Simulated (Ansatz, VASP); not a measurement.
Ru: VASP beside Ansatz

```
Ru
1.0
     2.51364    0.00000    0.00000
     0.00000    2.51364    0.00000
     0.00000    0.00000    2.51364
Ru
1
Direct
  0.00000 0.00000 0.00000
```

Alike in both runs: task single point; functional PBEsol; k mesh 14 × 14 × 14; occupations fermi-dirac, width 0.1 eV; no spin polarisation.

|  | VASP | Ansatz |
| --- | --- | --- |
| version | VASP 6.6.1 | Ansatz 0.2.0 |
| potentials or method | VASP PAW PBE potentials, release 64 (Ru_pv), cutoff 520 eV | plane waves (420 eV) with PAW, scalar-relativistic |
| valence electrons in the cell | 14 | 16 |

VASP gave:

| Quantity | Value |
| --- | --- |
| pressure (GPa) | -8.4 |

Problem. Estimate Ansatz's values.

Solution. Pressure (GPa): -8.6.

VASP's potentials were made for PBE, not for PBEsol, and Ansatz warns of the same on its side. VASP's potentials hold 14 valence electrons a cell and Ansatz's 16, so a difference there can come from the potentials and not from the codes.
